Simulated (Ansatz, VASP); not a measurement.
# One calculation of BaO3, two programs

```
Ba O
1.0
     0.00000    3.15426    3.15426
     3.15426    0.00000    3.15426
     3.15426    3.15426    0.00000
Ba O
1 3
Cartesian
  3.1543 3.1543 3.1543
  1.5771 1.5771 1.5771
  4.7314 4.7314 4.7314
  0.0000 0.0000 0.0000
```

Alike in both runs: functional PBE; k mesh 6 × 6 × 6; occupations gaussian, width 0.1 eV; collinear spin.

Ansatz relaxed the structure, and its values are those at the end. VASP's run is a single point on that final structure, the one shown.

|  | VASP | Ansatz |
| --- | --- | --- |
| version | VASP 6.6.1 | Ansatz 0.2.0 |
| potentials or method | VASP PAW PBE potentials, release 64 (Ba_sv, O_h), cutoff 910 eV | scalar-relativistic, plane waves, PAW |
| valence electrons in the cell | 28 | 28 |

Ansatz gave:

| Property | Result |
| --- | --- |
| gap on the k mesh at the Fermi level (eV) | none |
| net moment per atom (μB) | 1.00 |
| size of the moment on the site where the two differ most (μB) | 1.55 |

Estimate VASP's values.

gap on the k mesh at the Fermi level (eV): none; net moment per atom (μB): 1.00; size of the moment on the site where the two differ most (μB): 0.95.

Site moments also hang on the region over which each program counts them. A gap of «none» marks a metal or a gap that the smearing closes.

Spin-orbit coupling is off throughout. Noted on VASP's run: the cutoff is short for stress, so the pressure is rough.
